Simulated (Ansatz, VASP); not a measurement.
# Two plane-wave programs on Zr

```
Zr
1.0
    -1.81601    1.81601    1.81601
     1.81601   -1.81601    1.81601
     1.81601    1.81601   -1.81601
Zr
1
Direct
  0.00000 0.00000 0.00000
```

Change from the starting cell: volume scaled by 1.01, PAW files.

Alike in both runs: task electric field gradients; functional PBEsol; k mesh 14 × 14 × 14; occupations fermi-dirac, width 0.08 eV; no spin polarisation.

```csv
,VASP,Ansatz
version,VASP 6.6.1,Ansatz 0.2.0
potentials or method,"VASP PAW PBE potentials, release 64 (Zr_sv)","PAW with Ansatz's default frozen-core files, scalar-relativistic"
plane-wave cutoff (eV),520,420
valence electrons in the cell,12,12
```

```csv
,VASP,Ansatz,Ansatz less VASP
pressure (GPa),-7.3,-7.4,-0.06
```

VASP's potentials were made for PBE, not for PBEsol. With one functional, cell and mesh, what is left measures potentials, basis and numerics.
